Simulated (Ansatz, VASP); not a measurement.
# KTaO3 in VASP and in Ansatz

The input INCAR:

```
PREC = Accurate ; ENCUT = 520
EDIFF = 1E-7 ; ISMEAR = -1
SIGMA = 0.01 ; LREAL = False
LASPH = True ; NELM = 80
ALGO = Normal ; ISIF = 2
LWAVE = False ; LCHARG = False
GGA = PE ; NBANDS = 27
```

KPOINTS

```
Automatic mesh
0
Gamma
  5 5 5
```

Contents of POSCAR:

```
KTaO3
1.0
    3.9068832774      0.0000000000      0.0000000000
    0.0000000000      3.9068832774      0.0000000000
    0.0000000000      0.0000000000      3.9068832774
K Ta O
1 1 3
Direct
    0.5000000000      0.5000000000      0.5000000000
    0.0000000000      0.0000000000      0.0000000000
    0.5000000000      0.0000000000      0.0000000000
    0.0000000000      0.5000000000      0.0000000000
    0.0000000000      0.0000000000      0.5000000000
```

Input for Ansatz:

```yaml
crystal:
  lattice:
    - [3.9068832774, 0.0, 0.0]
    - [0.0, 3.9068832774, 0.0]
    - [0.0, 0.0, 3.9068832774]
  atoms:
    - { symbol: K, position: [0.5, 0.5, 0.5] }
    - { symbol: Ta, position: [0.0, 0.0, 0.0] }
    - { symbol: O, position: [0.5, 0.0, 0.0] }
    - { symbol: O, position: [0.0, 0.5, 0.0] }
    - { symbol: O, position: [0.0, 0.0, 0.5] }
kpoints:
  mp_grid: { grid: [5, 5, 5] }
  band_path:
    path:
      - [0.0, 0.0, 0.0]
      - [0.0, 0.5, 0.0]
      - [0.5, 0.5, 0.0]
      - [0.0, 0.0, 0.0]
      - [0.5, 0.5, 0.5]
      - [0.0, 0.5, 0.0]
      - [0.5, 0.5, 0.5]
      - [0.5, 0.5, 0.0]
    npoints: 5
scf:
  occupations: { method: fermi_dirac, width: 0.01 }
hamiltonian:
  xc: pbe
  pseudopotentials: { kind: all_electron, lapw: { basis_error: 0.0005 } }
output:
  forces: true
  stress: true
  eigenvalues: true
```

Change from the starting cell: volume scaled by 0.94.

Alike in both runs: task single point; functional PBE; k mesh 5 × 5 × 5; occupations fermi-dirac, width 0.01 eV; no spin polarisation.

```csv
,VASP,Ansatz
version,VASP 6.6.1,Ansatz 0.2.0
potentials or method,"VASP PAW PBE potentials, release 64 (K_sv, Ta_pv, O), cutoff 520 eV","all-electron LAPW, scalar-relativistic"
```

Ansatz gave:

| Property | Result |
| --- | --- |
| gap on the k mesh at the Fermi level (eV) | 2.48 |
| pressure (GPa) | 20.4 |

Task: What did VASP give for the same quantities?

Result: gap on the k mesh at the Fermi level (eV): 2.43; pressure (GPa): 21.4.

Ansatz ran all-electron here, and VASP with PAW potentials.

Neither program's run includes spin-orbit coupling.
